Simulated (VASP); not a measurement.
# Ir (Im-3m) in VASP: notebook, part 2 of 2

VASP 6.6.1.

### 4 Single point, LDA, collinear spin

This run uses another cell than the first one, of 6.16 Å³/atom.

Input file INCAR:

```
SYSTEM = Ir
ALGO = Normal
EDIFF = 1E-6
ENCUT = 520
ISIF = 2
ISMEAR = -1
ISPIN = 2
LASPH = .True.
LCHARG = .False.
LMAXMIX = 4
LORBIT = 11
LREAL = .False.
LWAVE = .False.
MAGMOM = 0.2
NBANDS = 14
NELM = 150
PREC = Accurate
SIGMA = 0.08
```

Input file KPOINTS:

```
k-points
0
Gamma
  20 20 20
  0 0 0
```

Input file POSCAR:

```
Ir
1.0
   -1.1550714309      1.1550714309      1.1550714309
    1.1550714309     -1.1550714309      1.1550714309
    1.1550714309      1.1550714309     -1.1550714309
Ir
1
Direct
    0.0000000000      0.0000000000      0.0000000000
```

Potentials or basis: VASP PAW LDA potentials, release 64 (Ir).

On the command line:

```bash
cat potpaw_LDA.64/Ir/POTCAR > POTCAR
mpirun -np 1 vasp_std > vasp.out
```

OUTCAR:

```text
SYSTEM = Ir
   EDIFF = 1E-6
   ENCUT = 520
   ISIF = 2
   ISMEAR = -1
   ISPIN = 2
   LASPH = .True.
   LORBIT = 11
   LREAL = .False.
   NELM = 150
   PREC = Accurate

 ion  position               nearest neighbor table
   1  0.000  0.000  0.000-

  LATTYP: Found a body centered cubic cell.
 ALAT       =     2.3101428618

  Lattice vectors:

 A1 = (  -1.1550714309,   1.1550714309,   1.1550714309)
 A2 = (   1.1550714309,  -1.1550714309,   1.1550714309)
[... 1017 lines left out ...]

 [... further k-points ...]
[... 5 lines left out ...]
  --------------------------------------------------------------------------------------
  -------------------------------------------------------------------------------------
  Total       77.8903378     77.8903378     77.8903378      0.0000000      0.0000000      0.0000000
  in kB    20244.5278138  20244.5278138  20244.5278138      0.0000000      0.0000000      0.0000000
  external PRESSURE =   20244.5278138 kB  Pullay stress =       0.0000000 kB

 VOLUME and BASIS-vectors are now :
 -----------------------------------------------------------------------------
  energy-cutoff  :      520.00
  volume of cell :        6.16
      direct lattice vectors                 reciprocal lattice vectors
    -1.155071431  1.155071431  1.155071431     0.000000000  0.432873662  0.432873662
     1.155071431 -1.155071431  1.155071431     0.432873662  0.000000000  0.432873662
     1.155071431  1.155071431 -1.155071431     0.432873662  0.432873662  0.000000000

 POSITION                                       TOTAL-FORCE (eV/Angst)
 -----------------------------------------------------------------------------------
      0.00000      0.00000      0.00000        -0.000000      0.000000     -0.000000
 -----------------------------------------------------------------------------------
    total drift:                                0.000000     -0.000000     -0.000000

  FREE ENERGIE OF THE ION-ELECTRON SYSTEM (eV)
  ---------------------------------------------------
  free  energy   TOTEN  =        15.5953294018 eV

  energy  without entropy=       15.6081799066  energy(sigma->0) =       15.60175465

 total charge

# of ion       s       p       d       tot
------------------------------------------
    1        1.402   2.103  10.275  13.780

 magnetization (x)

# of ion       s       p       d       tot
------------------------------------------
    1        0.000   0.000   0.000   0.000
```

OSZICAR:

```text
N       E                     dE             d eps       ncg     rms          rms(c)
DAV:   1     0.755509512122E+02    0.75551E+02   -0.43817E+03 14956   0.682E+02
DAV:   2     0.141600053801E+02   -0.61391E+02   -0.58715E+02 17282   0.206E+02
DAV:   3     0.133077375642E+02   -0.85227E+00   -0.84938E+00 16948   0.253E+01
DAV:   4     0.133064783298E+02   -0.12592E-02   -0.12591E-02 17026   0.917E-01
DAV:   5     0.133064756032E+02   -0.27266E-05   -0.27297E-05 16728   0.380E-02    0.145E+02
DAV:   6     0.148785304906E+02    0.15721E+01   -0.30617E-01 17060   0.581E+00    0.888E+01
DAV:   7     0.155867636083E+02    0.70823E+00   -0.53678E-01 18662   0.725E+00    0.106E+01
DAV:   8     0.155886064419E+02    0.18428E-02   -0.55838E-03 16412   0.659E-01    0.178E+00
DAV:   9     0.155954379236E+02    0.68315E-02   -0.92334E-03 18584   0.126E+00    0.150E+00
DAV:  10     0.155953572566E+02   -0.80667E-04   -0.18760E-04 16260   0.147E-01    0.196E-01
DAV:  11     0.155953416229E+02   -0.15634E-04   -0.48101E-06 18750   0.273E-02    0.638E-02
DAV:  12     0.155953295857E+02   -0.12037E-04   -0.25212E-06 19554   0.125E-02    0.365E-02
DAV:  13     0.155953294018E+02   -0.18393E-06   -0.16917E-07 10200   0.493E-03
   1 F= 0.15595329E+02 E0= 0.15601755E+02  d E =-.128505E-01  mag=    -0.0000
```

Run time: 41 s. Hardware: 1 thread of Intel Xeon 8259CL, shared host; peak memory 0.15 GiB.

The run converged, but its numbers aren't listed here, since they failed a check.

Caveat: the cell stands under pressure; spin-orbit coupling is left out, which moves the levels of the heavy elements.

### 5 Relaxation of cell and atoms, LDA

This run uses another cell than the first one, of 13.85 Å³/atom.

Input file INCAR:

```
SYSTEM = Ir
  PREC = Accurate
  ENCUT = 600
  EDIFF = 1E-6
  ISMEAR = -1
  SIGMA = 0.08
  LREAL = .FALSE.
  LASPH = .TRUE.
  NELM = 60
  ALGO = Normal
  ISIF = 3
  LWAVE = .FALSE.
  LCHARG = .FALSE.
  IBRION = 2
  NSW = 60
  EDIFFG = -0.005
```

Input file KPOINTS:

```
regular mesh
0
G
  20 20 20
  0 0 0
```

Input file POSCAR:

```
Ir
1.0
   -1.5126704496      1.5126704496      1.5126704496
    1.5126704496     -1.5126704496      1.5126704496
    1.5126704496      1.5126704496     -1.5126704496
Ir
1
Direct
    0.0000000000      0.0000000000      0.0000000000
```

On the command line:

```bash
cat potpaw_LDA.64/Ir/POTCAR > POTCAR
mpirun -np 1 vasp_std > vasp.out
```

It took 3.1 min on 1 thread of Intel Xeon 8259CL, shared host; peak memory 0.18 GiB.

It converged, with:

| Quantity | Value |
| --- | --- |
| Free energy | -9.6698 eV |
| Relaxed volume | 14.43 Å³/atom |
| Relaxed cell | a = 2.656 Å, b = 2.656 Å, c = 2.656 Å, α = 109.47°, β = 109.47°, γ = 109.47° |
| Space group after relaxing (to 0.1 Å) | Im-3m (No. 229) |
| Energy gained by relaxing | 28.5 meV/atom |
| Ionic steps | 16 |
| Pressure after relaxing | 0.0 GPa |
| Band gap on the k mesh | zero (an odd number of electrons rules out a gap without spin polarisation) |

The path:
```tsv
step	energy change (eV)	largest force (eV/Å)	pressure (GPa)	volume (Å³)
1	0.0000	0.0000	16.37	13.85
2	0.3107	0.0000	-37.74	16.88
3	-0.0284	0.0000	-1.08	14.47
4	-0.0285	0.0000	-0.11	14.43
5	-0.0285	0.0000	0.20	14.42
6	-0.0285	0.0000	0.20	14.42
7	-0.0285	0.0000	0.20	14.42
8	-0.0285	0.0000	0.17	14.42
9	-0.0285	0.0000	0.17	14.42
10	-0.0285	0.0000	0.17	14.42
11	-0.0285	0.0000	0.17	14.42
12	-0.0285	0.0000	0.16	14.42
13	-0.0285	0.0000	0.16	14.42
14	-0.0285	0.0000	0.15	14.42
15	-0.0285	0.0000	0.13	14.42
16	-0.0285	0.0000	0.01	14.43
```

Final structure:
```
CELL_PARAMETERS angstrom
-1.53354 1.53354 1.53354
1.53354 -1.53354 1.53354
1.53354 1.53354 -1.53354
ATOMIC_POSITIONS crystal
Ir 0.00000 0.00000 0.00000
```

Levels at points of the mesh, in eV from the Fermi level:
```csv
k point,band 2,band 3,band 4,band 5,band 6,band 7
"(0.00, 0.00, 0.00)",-3.67,-3.67,-3.67,-0.55,-0.55,16.93
"(0.50, 0.00, 0.00)",-5.52,-0.73,-0.06,-0.04,2.27,8.07
"(0.50, 0.50, 0.50)",-7.12,1.55,1.55,1.55,7.95,7.95
```

Caveat: spin-orbit coupling is left out, which moves the levels of the heavy elements.

### 6 Single point, LDA (6.16 Å³/atom)

This run uses another cell than the first one, of 6.16 Å³/atom.

Input file INCAR:

```
SYSTEM = Ir
PREC = Accurate
ENCUT = 520
EDIFF = 1E-6
ISMEAR = -1
SIGMA = 0.08
LREAL = .False.
LASPH = .True.
NELM = 80
ALGO = Normal
ISIF = 2
LWAVE = .False.
LCHARG = .False.
NBANDS = 10
```

Input file KPOINTS:

```
regular mesh
0
Gamma
  20 20 20
  0 0 0
```

Input file POSCAR:

```
Ir
1.0
   -1.1550714309      1.1550714309      1.1550714309
    1.1550714309     -1.1550714309      1.1550714309
    1.1550714309      1.1550714309     -1.1550714309
Ir
1
Direct
    0.0000000000      0.0000000000      0.0000000000
```

Potentials or basis: VASP PAW LDA potentials, release 64 (Ir).

On the command line:

```bash
cat potpaw_LDA.64/Ir/POTCAR > POTCAR
mpirun -np 1 vasp_std > vasp.out
```

Run time: 11 s. Hardware: 1 thread of AMD EPYC 7R13 (Zen 3), shared host; peak memory 0.1 GiB.

The run converged, but its numbers aren't listed here, since they failed a check.

Caveat: the cell stands under pressure; spin-orbit coupling is left out, which moves the levels of the heavy elements.
